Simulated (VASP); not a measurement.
TiC:

```
Ti C
1.0
     0.00000    2.16400    2.16400
     2.16400    0.00000    2.16400
     2.16400    2.16400    0.00000
Ti C
1 1
Direct
  0.00000 0.00000 0.00000
  0.50000 0.50000 0.50000
```

| Item | Value |
| --- | --- |
| Program | VASP 6.6.1 |
| Task | relaxation of cell and atoms |
| Functional | PBEsol |
| Potentials or basis | VASP PAW PBE potentials, release 64 (Ti_sv, C) |
| Cutoff | 600 eV |
| k mesh | 16 × 16 × 16 |
| Occupations | gaussian, width 0.1 eV |
| Spin | no spin polarisation |

At the start: pressure -6.0 GPa; volume 10.13 Å³/atom.

How do energy, volume and symmetry change on relaxing?

Over 3 steps the energy falls by 4.5 meV/atom and the volume is 9.90 Å³/atom (-2.3 %); space group Fm-3m (No. 225, to 0.05 Å).

The path:
```csv
step,energy change (eV),largest force (eV/Å),pressure (GPa),volume (Å³)
1,0.0000,0.0000,-5.98,20.27
2,0.0077,0.0000,8.91,19.18
3,-0.0090,0.0000,-0.03,19.80
```

Final structure:
```
Ti C
1.0
     0.00000    2.14716    2.14716
     2.14716    0.00000    2.14716
     2.14716    2.14716    0.00000
Ti C
1 1
Direct
  0.00000 0.00000 0.00000
  0.50000 0.50000 0.50000
```

Caveat: the PAW data sets were made with another functional, which shifts forces and pressure a little.
